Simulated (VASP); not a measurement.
A run of VASP 6.6.1 is set up as follows.

The input INCAR:

```
PREC = Accurate ; ENCUT = 520
EDIFF = 1E-6 ; ISMEAR = 0
SIGMA = 0.15 ; LREAL = F
LASPH = T ; NELM = 100
ALGO = Fast ; ISIF = 2
LWAVE = F ; LCHARG = F
GGA = PS ; NBANDS = 13
```

Contents of KPOINTS:

```
regular mesh
0
Gamma
  20 20 20
```

File POSCAR:

```
W
1.0
    0.0000000000      2.0300000000      2.0503000000
    2.0300000000      0.0000000000      2.0503000000
    2.0300000000      2.0300000000      0.0000000000
W
1
Direct
    0.0000000000      0.0000000000      0.0000000000
```

Potentials or basis: VASP PAW PBE potentials, release 64 (W_sv).

Launch:

```bash
$ cat potpaw_PBE.64/W_sv/POTCAR > POTCAR
$ mpirun -np 1 vasp_std > vasp.out
```

Problem. What does it give for the band gap on the k mesh?

Solution. Zero (band 7 reaches 12.90 eV, above the bottom of band 8 at 9.44 eV).

Problem. Estimate the pressure.

Solution. -14.6 GPa.

Stress tensor (GPa, compression positive):
```
-15.68   0.00   0.00
  0.00 -15.68   0.00
  0.00   0.00 -12.46
```

Caveat: the cell differs from its parent crystal (strain +0.0100 x Voigt [0, 0, 1, 0, 0, 0]); the PAW data sets were made with another functional, which shifts forces and pressure a little; spin-orbit coupling is left out, which moves the levels of the heavy elements.
